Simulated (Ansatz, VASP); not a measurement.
**Al in VASP and in Ansatz**

```xyz
1
Lattice="0.0000 1.9918 1.9918 1.9918 0.0000 1.9918 1.9918 1.9918 0.0000" Properties=species:S:1:pos:R:3 pbc="T T T"
Al    0.0000    0.0000    0.0000
```

Alike in both runs: functional LDA; k mesh 18 × 18 × 18; occupations gaussian, width 0.1 eV; no spin polarisation.

Ansatz relaxed the structure, and its values are those at the end. VASP's run is a single point on that final structure, the one shown.

|  | VASP | Ansatz |
| --- | --- | --- |
| version | VASP 6.6.1 | Ansatz 0.2.0 |
| potentials or method | VASP PAW LDA potentials, release 64 (Al), cutoff 500 eV | scalar-relativistic, plane waves, PAW |
| valence electrons in the cell | 3 | 3 |

VASP gave:

```
gap on the k mesh at the Fermi level (eV) : none
pressure (GPa)                            : 0.1
```

Problem. Estimate Ansatz's values.

Solution. gap on the k mesh at the Fermi level (eV): none; pressure (GPa): 0.0.

LDA's correlation is that of Perdew and Zunger in VASP and of Perdew and Wang (1992) in Ansatz. A gap of «none» marks a metal or a gap that the smearing closes.
